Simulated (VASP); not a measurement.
Set up this calculation in VASP 6.6.1, as the native input.

- Task: relaxation of cell and atoms
- Functional: PBEsol
- Potentials or basis: VASP PAW PBE potentials, release 64 (Ti_sv, Al)
- Cutoff: 600 eV
- k mesh: 7 × 7 × 7
- Occupations: fermi-dirac, width 0.05 eV
- Spin: no spin polarisation
- Target pressure: 2 GPa
- Dipole correction: no
- Further INCAR settings: ALGO = Fast; EDIFF = 1e-06; IBRION = 2; EDIFFG = -0.01; NSW = 60; ISIF = 3

The structure of TiAl3 lies in POSCAR:

```
TiAl3
1.0
    3.9556712500      0.0000000000      0.0000000000
    0.0000000000      3.9556712500      0.0000000000
    0.0000000000      0.0000000000      3.9556712500
Ti Al
1 3
Direct
    0.0000000000      0.0000000000      0.0000000000
    0.0000000000      0.5000000000      0.5000000000
    0.5000000000      0.0000000000      0.5000000000
    0.5000000000      0.5000000000      0.0000000000
```

These files were run (other wordings do the same):

INCAR

```
PREC = Accurate ; ENCUT = 600
EDIFF = 1E-6 ; ISMEAR = -1
SIGMA = 0.05 ; LREAL = F
LASPH = T ; NELM = 100
ALGO = Fast ; ISIF = 3
LWAVE = F ; LCHARG = F
GGA = PS ; IBRION = 2
NSW = 60 ; EDIFFG = -0.01
PSTRESS = 20.0
```

KPOINTS

```
regular mesh
0
Gamma
  7 7 7
```

Potentials or basis: VASP PAW PBE potentials, release 64 (Ti_sv, Al).

Run with:

```console
$ cat potpaw_PBE.64/Ti_sv/POTCAR potpaw_PBE.64/Al/POTCAR > POTCAR
$ mpirun -np 1 vasp_std > vasp.out
```

It gave:

```json
{"Relaxed volume": "15.14 Å³/atom", "Relaxed cell": "a = 3.927 Å, b = 3.927 Å, c = 3.927 Å, α = 90.00°, β = 90.00°, γ = 90.00°", "Space group after relaxing (to 0.05 Å)": "Pm-3m (No. 221)", "Energy change on relaxing (the enthalpy is what falls)": "+1.5 meV/atom", "Ionic steps": "3", "Pressure after relaxing": "2.0 GPa"}
```

Caveat: the cell is relaxed towards a set pressure, so the enthalpy falls and the energy may rise; the PAW data sets were made with another functional, which shifts forces and pressure a little.

It took 56 s on 1 thread of Intel(R) Xeon(R) Platinum 8488C (Sapphire Rapids), with other jobs on the host, peak memory 0.19 GiB.
